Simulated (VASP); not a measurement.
# Al2Cu (P4/mmm) in VASP: notebook, part 2 of 2

VASP 6.6.1. The steps go on from the part before.

### 3 Relaxation of cell and atoms, PBEsol

This run uses another cell than the first one, of 16.24 Å³/atom.

Input file INCAR:

```
SYSTEM = Al2Cu
PREC = Accurate ; ENCUT = 600
EDIFF = 1E-7 ; ISMEAR = 0
SIGMA = 0.05 ; LREAL = .False.
LASPH = .True. ; NELM = 120
ALGO = Normal ; ISIF = 3
LWAVE = .False. ; LCHARG = .False.
GGA = PS ; IBRION = 2
NSW = 60 ; EDIFFG = -0.01
GGA_COMPAT = .False. ; NELMIN = 4
```

Input file KPOINTS:

```
Automatic mesh
0
Gamma
  4 4 6
  0 0 0
```

Input file POSCAR:

```
Al2Cu
1.0
    4.1051800000      0.0000000000      0.0000000000
    0.0000000000      4.1051800000      0.0000000000
    0.0000000000      0.0000000000      2.8913100000
Al Cu
2 1
Direct
    0.5000000000      0.0000000000      0.5000000000
    0.0000000000      0.5000000000      0.5000000000
    0.0000000000      0.0000000000      0.0000000000
```

Potentials or basis: VASP PAW PBE potentials, release 64 (Al, Cu).

Launch:

```bash
cat potpaw_PBE.64/Al/POTCAR potpaw_PBE.64/Cu/POTCAR > POTCAR
mpirun -np 1 vasp_std > vasp.out
```

OUTCAR:

```text
SYSTEM = Al2Cu
   PREC = Accurate
   ENCUT = 600
   EDIFF = 1E-7
   ISMEAR = 0
   LREAL = .False.
   LASPH = .True.
   NELM = 120
   ISIF = 3
   GGA = PS
   IBRION = 2
   NSW = 60
   EDIFFG = -0.01
   NELMIN = 4

 ion  position               nearest neighbor table
   1  0.500  0.000  0.500-   3 2.51   3 2.51   3 2.51   3 2.51   2 2.90   2 2.90   2 2.90   2 2.90

   2  0.000  0.500  0.500-   3 2.51   3 2.51   3 2.51   3 2.51   1 2.90   1 2.90   1 2.90   1 2.90

   3  0.000  0.000  0.000-   1 2.51   2 2.51   1 2.51   2 2.51   2 2.51   2 2.51   1 2.51   1 2.51

  LATTYP: Found a simple tetragonal cell.
 ALAT       =     4.1051800000
 C/A-ratio  =     0.7043077283

  Lattice vectors:

 A1 = (   4.1051800000,   0.0000000000,   0.0000000000)
 A2 = (   0.0000000000,   4.1051800000,   0.0000000000)
 A3 = (   0.0000000000,   0.0000000000,   2.8913100000)

Analysis of symmetry for initial positions (statically):
=====================================================================
 Subroutine PRICEL returns:
 Original cell was already a primitive cell.

 Routine SETGRP: Setting up the symmetry group for a
 simple tetragonal supercell.

 Subroutine GETGRP returns: Found 16 space group operations
 (whereof 16 operations were pure point group operations)
 out of a pool of 16 trial point group operations.

The static configuration has the point symmetry D_4h.

Analysis of symmetry for dynamics (positions and initial velocities):
=====================================================================
 Subroutine PRICEL returns:
 Original cell was already a primitive cell.

 Routine SETGRP: Setting up the symmetry group for a
 simple tetragonal supercell.

 Subroutine GETGRP returns: Found 16 space group operations
 (whereof 16 operations were pure point group operations)
 out of a pool of 16 trial point group operations.

The dynamic configuration has the point symmetry D_4h.

 Subroutine INISYM returns: Found 16 space group operations
 (whereof 16 operations are pure point group operations),
 and found     1 'primitive' translations

----------------------------------------------------------------------------------------

                                     Primitive cell

  volume of cell :      48.7258

  direct lattice vectors                    reciprocal lattice vectors
     4.105180000  0.000000000  0.000000000     0.243594678  0.000000000  0.000000000
     0.000000000  4.105180000  0.000000000     0.000000000  0.243594678  0.000000000
     0.000000000  0.000000000  2.891310000     0.000000000  0.000000000  0.345863986

  length of vectors
     4.105180000  4.105180000  2.891310000     0.243594678  0.243594678  0.345863986

  position of ions in fractional coordinates (direct lattice)
     0.500000000  0.000000000  0.500000000
     0.000000000  0.500000000  0.500000000
     0.000000000  0.000000000  0.000000000

  ion indices of the primitive-cell ions
   primitive index   ion index
                 1           1
                 2           2
                 3           3

----------------------------------------------------------------------------------------

 KPOINTS: Automatic mesh

Automatic generation of k-mesh.
 Grid dimensions read from file:
 generate k-points for:    4    4    6

 Generating k-lattice:

  Cartesian coordinates                     Fractional coordinates (reciprocal lattice)
     0.060898669  0.000000000  0.000000000     0.250000000  0.000000000  0.000000000
     0.000000000  0.060898669  0.000000000     0.000000000  0.250000000  0.000000000
     0.000000000  0.000000000  0.057643998     0.000000000  0.000000000  0.166666667

  Length of vectors
     0.060898669  0.060898669  0.057643998

  Shift w.r.t. Gamma in fractional coordinates (k-lattice)
     0.000000000  0.000000000  0.000000000

 Subroutine IBZKPT returns following result:
 ===========================================

 Found     24 irreducible k-points:

 Following reciprocal coordinates:
            Coordinates               Weight
  0.000000  0.000000  0.000000      1.000000
  0.250000  0.000000  0.000000      4.000000
  0.500000  0.000000  0.000000      2.000000
  0.250000  0.250000  0.000000      4.000000
  0.500000  0.250000  0.000000      4.000000
  0.500000  0.500000  0.000000      1.000000
[... 16 lines left out ...]
  0.500000  0.250000  0.500000      4.000000
  0.500000  0.500000  0.500000      1.000000
   k-points           NKPTS =     24   k-points in BZ     NKDIM =     24   number of bands    NBANDS=     12
   number of dos      NEDOS =    301   number of ions     NIONS =      3
   total plane-waves  NPLWV =  31104
   dimension x,y,z NGX =    36 NGY =   36 NGZ =   24
   dimension x,y,z NGXF=    72 NGYF=   72 NGZF=   48
   ions per type =               2   1
   NGX,Y,Z   is equivalent  to a cutoff of  14.58, 14.58, 13.80 a.u.
   NGXF,Y,Z  is equivalent  to a cutoff of  29.16, 29.16, 27.60 a.u.
 SYSTEM =  Al2Cu
   PREC   = accura    normal or accurate (medium, high low for compatibility)
   ISTART =      0    job   : 0-new  1-cont  2-samecut
   ICHARG =      2    charge: 1-file 2-atom 10-const
   ISPIN  =      1    spin polarized calculation?
   LNONCOLLINEAR =      F non collinear calculations
   LSORBIT =      F    spin-orbit coupling
   LASPH  =      T    aspherical Exc in radial PAW
   ENCUT  =  600.0 eV  44.10 Ry    6.64 a.u.   8.20  8.20  5.77*2*pi/ulx,y,z
   NELM   =    120;   NELMIN=  4; NELMDL= -5     # of ELM steps
   EDIFF  = 0.1E-06   stopping-criterion for ELM
   LREAL  =      F    real-space projection
   EDIFFG = -.1E-01   stopping-criterion for IOM
   NSW    =     60    number of steps for IOM
   IBRION =      2    ionic relax: 0-MD 1-quasi-New 2-CG
   NFREE  =      1    steps in history (QN), initial steepest desc. (CG)
   ISIF   =      3    stress and relaxation
   ISYM   =      2    0-nonsym 1-usesym 2-fastsym
   POTIM  = 0.5000    time-step for ionic-motion
   TEBEG  =    0.0;   TEEND  =   0.0 temperature during run
   PSTRESS=    0.0 pullay stress
   NELECT =      17.0000    total number of electrons
   NUPDOWN=      -1.0000    fix difference up-down
   EMIN   =  10.00;   EMAX   =-10.00  energy-range for DOS
   EFERMI =   0.00;   METHOD = LEGACY
   ISMEAR =     0;   SIGMA  =   0.05  broadening in eV -4-tet -1-fermi 0-gaus
   EFERMI_NEDOS =   21; number of points for ismear=-14 and -15
   IALGO  =     38    algorithm
   IMIX   =      4    mixing-type and parameters
     AMIX     =   0.40;   BMIX     =  1.00
     AMIX_MAG =   1.60;   BMIX_MAG =  1.00
  volume/ion in A,a.u.               =      16.24       109.61
  Fermi-wavevector in a.u.,A,eV,Ry     =   1.152493  2.177895 18.071789  1.328239
  Thomas-Fermi vector in A             =   2.289143
   LORBIT       =      0    0 simple, 1 ext, 2 COOP (PROOUT), +10 PAW based schemes
   GGA     = PS    functional components
   LHFCALC =     F    Hartree Fock is set to
   AEXX    =    0.0000 exact exchange contribution
   IVDW    =     0    specifies the selected vdW correction
   LEPSILON=     F    determine dielectric tensor
   LRPA    =     F    only Hartree local field effects (RPA)
 conjugate gradient relaxation of ions
 non-spin polarized calculation
 Gauss-broadening in eV      SIGMA  =   0.05
  energy-cutoff  :      600.00
  volume of cell :       48.73
 maximum number of plane-waves:      1660
 NGX is ok and might be reduce to    36
   NGX = 17   NGY = 17   NGZ = 11

--------------------------------------- Ionic step        1  -------------------------------------------

 number of electron      16.9999992 magnetization

 Free energy of the ion-electron system (eV)
  ---------------------------------------------------
  ext. energy  EPLUGINS =         0.00000000
  ---------------------------------------------------
  free energy    TOTEN  =       -12.52999994 eV

  energy without entropy =      -12.52920492  energy(sigma->0) =      -12.52960243

------------------------ aborting loop because EDIFF is reached ----------------------------------------

  FORCE on cell =-STRESS in cart. coord.  units (eV):
  Direction    XX          YY          ZZ          XY          YZ          ZX
  --------------------------------------------------------------------------------------
  -------------------------------------------------------------------------------------
  Total       -0.9436893     -0.9436893     -0.0776365      0.0000000      0.0000000      0.0000000
  in kB      -31.0299117    -31.0299117     -2.5528048      0.0000000      0.0000000      0.0000000
  external PRESSURE =     -21.5375428 kB  Pullay stress =       0.0000000 kB
[... 170 lines left out ...]
  energy  without entropy=      -12.5445333356  energy(sigma->0) =      -12.54453515

--------------------------------------- Ionic step        6  -------------------------------------------

 number of electron      16.9999987 magnetization

 Free energy of the ion-electron system (eV)
  ---------------------------------------------------
  ext. energy  EPLUGINS =         0.00000000
  ---------------------------------------------------
  free energy    TOTEN  =       -12.54456257 eV

  energy without entropy =      -12.54455752  energy(sigma->0) =      -12.54456004

 E-fermi :   7.3177     XC(G=0): -10.5799

 val. band max:        7.2011572840   @ k =   0.5000   0.5000   0.5000
 cond. band min:       7.4276301253   @ k =   0.0000   0.0000   0.0000
 fundamental gap:      0.2264728414
 Fermi energy:         7.3176954795

 k-point     1 :       0.0000    0.0000    0.0000
  band No.  band energies     occupation
      1      -3.3794      2.00000
      2       1.8290      2.00000
      3       2.2965      2.00000
      4       2.9615      2.00000
      5       3.1176      2.00000
      6       3.1176      2.00000
      7       4.9686      2.00000
      8       4.9686      2.00000
      9       7.4276      0.00187
     10       8.2247      0.00000
     11      12.8653      0.00000
     12      13.7952      0.00000
[... 373 lines left out ...]
  FREE ENERGIE OF THE ION-ELECTRON SYSTEM (eV)
  ---------------------------------------------------
  free  energy   TOTEN  =       -12.5445625676 eV

  energy  without entropy=      -12.5445575206  energy(sigma->0) =      -12.54456004

 reached required accuracy - stopping structural energy minimisation
```

OSZICAR:

```text
N       E                     dE             d eps       ncg     rms          rms(c)
DAV:   1     0.698655106258E+02    0.69866E+02   -0.77361E+03   576   0.161E+03
DAV:   2    -0.112522720529E+02   -0.81118E+02   -0.76177E+02   592   0.257E+02
DAV:   3    -0.148065382819E+02   -0.35543E+01   -0.33737E+01   756   0.711E+01
[... 52 lines left out ...]
DAV:   2    -0.125461794611E+02    0.70994E-04   -0.23509E-02   684   0.595E+00    0.259E-01
DAV:   3    -0.125446155350E+02    0.15639E-02   -0.71572E-03   680   0.331E+00    0.582E-02
DAV:   4    -0.125445640812E+02    0.51454E-04   -0.14254E-04   832   0.233E-01    0.889E-03
DAV:   5    -0.125445625661E+02    0.15150E-05   -0.59330E-06   852   0.712E-02    0.440E-03
DAV:   6    -0.125445625676E+02   -0.15086E-08   -0.39681E-07   640   0.159E-02
   6 F= -.12544563E+02 E0= -.12544560E+02  d E =-.256092E-04
```

It took 94 s on 1 thread of Intel Xeon 8259CL, shared host; peak memory 0.19 GiB.

Results:

* Free energy: -12.5446 eV
* Relaxed volume: 15.88 Å³/atom
* Relaxed cell: a = 4.047 Å, b = 4.047 Å, c = 2.909 Å, α = 90.00°, β = 90.00°, γ = 90.00°
* Space group after relaxing (to 0.1 Å): P4/mmm (No. 123)
* Energy gained by relaxing: 4.9 meV/atom
* Ionic steps: 6
* Pressure after relaxing: -0.1 GPa

Step by step:
| step | energy change (eV) | largest force (eV/Å) | pressure (GPa) | volume (Å³) |
| --- | --- | --- | --- | --- |
| 1 | 0.0000 | 0.0000 | -2.15 | 48.73 |
| 2 | -0.0125 | 0.0000 | 0.94 | 47.20 |
| 3 | -0.0129 | 0.0000 | 0.53 | 47.41 |
| 4 | -0.0145 | 0.0000 | 0.15 | 47.54 |
| 5 | -0.0145 | 0.0000 | 0.18 | 47.54 |
| 6 | -0.0146 | 0.0000 | -0.07 | 47.65 |

Final structure:
```
Al Cu
1.0
     4.04698    0.00000    0.00000
     0.00000    4.04698    0.00000
     0.00000    0.00000    2.90929
Al Cu
2 1
Direct
  0.50000 0.00000 0.50000
  0.00000 0.50000 0.50000
  0.00000 0.00000 0.00000
```

Levels at points of the mesh, in eV from the Fermi level:
```tsv
k point	band 4	band 5	band 6	band 7	band 8	band 9	band 10	band 11	band 12
(0.00, 0.00, 0.00)	-4.36	-4.20	-4.20	-2.35	-2.35	0.11	0.91	5.55	6.48
(0.50, 0.00, 0.00)	-4.57	-4.41	-4.24	-4.19	-0.99	1.65	1.85	2.14	6.98
(0.50, 0.50, 0.00)	-5.52	-4.46	-4.27	-4.23	-4.23	-2.50	8.58	8.58	8.91
(0.00, 0.00, 0.50)	-5.15	-4.90	-4.18	-3.18	2.48	2.48	2.69	2.73	2.73
(0.50, 0.00, 0.50)	-5.08	-4.27	-4.23	-3.17	-2.65	-1.83	3.63	4.02	4.35
(0.50, 0.50, 0.50)	-4.36	-4.01	-3.66	-2.31	-2.31	-1.09	-1.04	-0.12	-0.12
```

Caveat: the k points lie up to 0.39 Å⁻¹ apart in the final cell; the highest band is partly filled, so the run has too few bands; the PAW data sets were made with another functional, which shifts forces and pressure a little.
